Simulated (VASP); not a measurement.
## MgH2: single point with PBE

MgH2:

```xyz
3
Lattice="1.6934 -2.4625 0.0000 1.6934 2.4625 0.0000 0.0000 0.0000 6.7566" Properties=species:S:1:pos:R:3 pbc="T T T"
Mg    0.0000    0.0000    0.0000
H     1.6934   -2.0860    3.3783
H     1.6934    2.0860    3.3783
```

- Program: VASP 6.6.1
- Task: single point
- Functional: PBE
- Potentials or basis: VASP PAW PBE potentials, release 64 (Mg, H)
- Cutoff: 600 eV
- k mesh: 5 × 5 × 3
- Occupations: gaussian, width 0.15 eV
- Spin: no spin polarisation
- Dipole correction: no
- Further INCAR settings: ALGO = Normal; EDIFF = 1e-06; NBANDS = 9

| Quantity | Value |
| --- | --- |
| Pressure | 0.0 GPa |
| Largest force | 0.026 eV/Å |
| Band gap on the k mesh | zero (band 2 reaches 0.77 eV, above the bottom of band 3 at -0.67 eV) |

Forces in eV/Å, atoms in the order of the input:
```
Mg   0.000  0.000  0.000
H    0.000 -0.026  0.000
H    0.000  0.026  0.000
```

Stress tensor (GPa, compression positive):
```
 0.10  0.00  0.00
 0.00 -0.50  0.00
 0.00  0.00  0.46
```

Levels at points of the mesh, in eV from the Fermi level:
```
           k point  band 1  band 2  band 3  band 4  band 5
(0.00, 0.00, 0.00)   -8.73   -4.98   -0.80    5.54    8.14
```

Run time: 10 s on 1 thread of Intel(R) Xeon(R) Platinum 8488C (Sapphire Rapids) (shared host), peak memory 0.17 GiB.

Caveat: the k points lie up to 0.45 Å⁻¹ apart.
